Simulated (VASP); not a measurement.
ZrTi3C4: single point with PBE

ZrTi3C4:

```
CELL_PARAMETERS angstrom
3.39794 0.00000 0.00000
0.00000 4.80541 0.00000
0.00000 0.00000 6.79588
ATOMIC_POSITIONS crystal
Zr 0.50000 0.50000 0.50000
Ti 0.00000 0.00000 0.25000
Ti 0.00000 0.00000 0.75000
Ti 0.50000 0.50000 0.00000
C 0.00000 0.50000 0.75000
C 0.50000 0.00000 0.00000
C 0.00000 0.50000 0.25000
C 0.50000 0.00000 0.50000
```

```
Program             : VASP 6.6.1
Task                : single point
Functional          : PBE
Potentials or basis : VASP PAW PBE potentials, release 64 (Zr_sv, Ti_sv, C)
Cutoff              : 520 eV
k mesh              : 6 × 4 × 4
Occupations         : gaussian, width 0.1 eV
Spin                : no spin polarisation
```

```
Pressure               : -34.2 GPa
Largest force          : 0.686 eV/Å
Band gap on the k mesh : zero (bands 32 and 33 overlap by 0.88 eV)
```

Forces in eV/Å, atoms in the order of the input:
```
Zr   0.000  0.000  0.000
Ti   0.000  0.000 -0.340
Ti   0.000  0.000  0.340
Ti   0.000  0.000  0.000
C    0.000  0.000  0.686
C    0.000  0.000  0.000
C    0.000  0.000 -0.686
C    0.000  0.000  0.000
```

Stress tensor (GPa, compression positive):
```
-33.52   0.00   0.00
  0.00 -34.22   0.00
  0.00   0.00 -34.72
```

Levels at points of the mesh, in eV from the Fermi level:
```csv
k point,band 29,band 30,band 31,band 32,band 33,band 34,band 35,band 36
"(0.00, 0.00, 0.00)",-0.08,-0.07,0.62,0.63,0.65,1.25,1.26,1.27
"(0.50, 0.00, 0.00)",-0.99,-0.97,-0.24,-0.05,-0.05,0.08,1.42,1.80
"(0.00, 0.50, 0.00)",-0.31,-0.31,-0.27,-0.25,-0.25,-0.23,1.42,1.79
"(0.50, 0.50, 0.00)",-2.12,-2.07,-2.06,-2.00,1.90,1.90,1.91,1.91
"(0.00, 0.00, 0.50)",-0.98,-0.98,-0.79,-0.65,0.83,0.96,1.02,1.14
"(0.50, 0.00, 0.50)",-1.33,-1.33,-1.25,-1.11,0.70,0.84,0.90,1.16
"(0.00, 0.50, 0.50)",-1.61,-1.53,-1.37,-1.36,1.05,1.10,1.17,1.77
"(0.50, 0.50, 0.50)",-1.93,-1.84,-1.84,-1.70,1.66,1.71,1.80,1.83
```

It took 2.5 min on 1 thread of Intel(R) Xeon(R) 6975P-C (Granite Rapids) (shared host), peak memory 0.29 GiB.

Caveat: the cell stands under tension.
